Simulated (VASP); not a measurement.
Here is a VASP 6.6.1 calculation.

The input INCAR:

```
PREC     = Accurate       # precision mode
ENCUT    = 600            # plane-wave cutoff, eV
EDIFF    = 1E-6           # SCF threshold, eV
ISMEAR   = 0              # smearing method
SIGMA    = 0.15           # smearing width, eV
LREAL    = F              # projectors in reciprocal space
LASPH    = T              # aspherical terms in the spheres
NELM     = 80             # most SCF steps
ALGO     = Normal         # electronic algorithm
ISIF     = 3              # what is computed and relaxed
LWAVE    = F              # write WAVECAR
LCHARG   = F              # write CHGCAR
GGA      = PE             # functional
IBRION   = 2              # ionic algorithm
NSW      = 36             # ionic steps
EDIFFG   = -0.08          # ionic threshold
```

KPOINTS

```
Automatic mesh
0
Gamma
  3 3 4
```

POSCAR

```
CdF2
1.0
    5.0588869300      0.0000000000      0.0000000000
    0.0000000000      5.0588869300      0.0000000000
    0.0000000000      0.0000000000      3.2961008700
Cd F
2 4
Direct
    0.0000000000      0.0000000000      0.0000000000
    0.5000000000      0.5000000000      0.5000000000
    0.3049161400      0.3049161400      0.0000000000
    0.1950838600      0.8049161400      0.5000000000
    0.6950838600      0.6950838600      0.0000000000
    0.8049161400      0.1950838600      0.5000000000
```

Potentials or basis: VASP PAW PBE potentials, release 64 (Cd, F).

The run is started by

```bash
$ cat potpaw_PBE.64/Cd/POTCAR potpaw_PBE.64/F/POTCAR > POTCAR
$ mpirun -np 1 vasp_std > vasp.out
```

**Question.** What does it give for the band gap on the k mesh?

**Answer.** 2.87 eV.

**Question.** Predict the relaxed volume.

**Answer.** 16.19 Å³/atom.

**Question.** Estimate the relaxed cell.

**Answer.** a = 5.230 Å, b = 5.230 Å, c = 3.552 Å, α = 90.00°, β = 90.00°, γ = 90.00°.

**Question.** Predict the space group after relaxing (to 0.1 Å).

**Answer.** P4_2/mnm (No. 136).

Forces on the atoms (eV/Å):
```
Cd   0.000  0.000  0.000
Cd   0.000  0.000  0.000
F    0.025  0.025  0.000
F   -0.025  0.025  0.000
F   -0.025 -0.025  0.000
F    0.025 -0.025  0.000
```

Caveat: the k points lie up to 0.44 Å⁻¹ apart in the final cell; the volume moved by over 15 % at a fixed basis, so the end points are rough; the relaxation stopped at a loose force limit of 0.08 eV/Å, so its end isn't a converged minimum.
